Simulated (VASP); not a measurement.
Input of a VASP 6.6.1 run:

The input INCAR:

```
SYSTEM = Ge
  PREC = Accurate
  ENCUT = 600
  EDIFF = 1E-6
  ISMEAR = 0
  SIGMA = 0.05
  LREAL = .False.
  LASPH = .True.
  NELM = 80
  ALGO = Normal
  ISIF = 3
  LWAVE = .False.
  LCHARG = .False.
  GGA = CA
  IBRION = 2
  NSW = 80
  EDIFFG = -0.003
```

Contents of KPOINTS:

```
Automatic mesh
0
Gamma
  8 8 8
  0 0 0
```

POSCAR

```
Ge
1.0
    0.0000000000      2.8290000000      2.8290000000
    2.8290000000      0.0000000000      2.8290000000
    2.8290000000      2.8290000000      0.0000000000
Ge
2
Direct
    0.0000000000      0.0000000000      0.0000000000
    0.2500000000      0.2500000000      0.2500000000
```

Potentials or basis: VASP PAW LDA potentials, release 64 (Ge_d).

Launch:

```console
$ cat potpaw_LDA.64/Ge_d/POTCAR > POTCAR
$ mpirun -np 1 vasp_std > vasp.out
```

(1) What does it give for the relaxed volume?

(2) Estimate the space group after relaxing (to 0.05 Å).

Results:

(1) 22.24 Å³/atom.

(2) Fd-3m (No. 227).
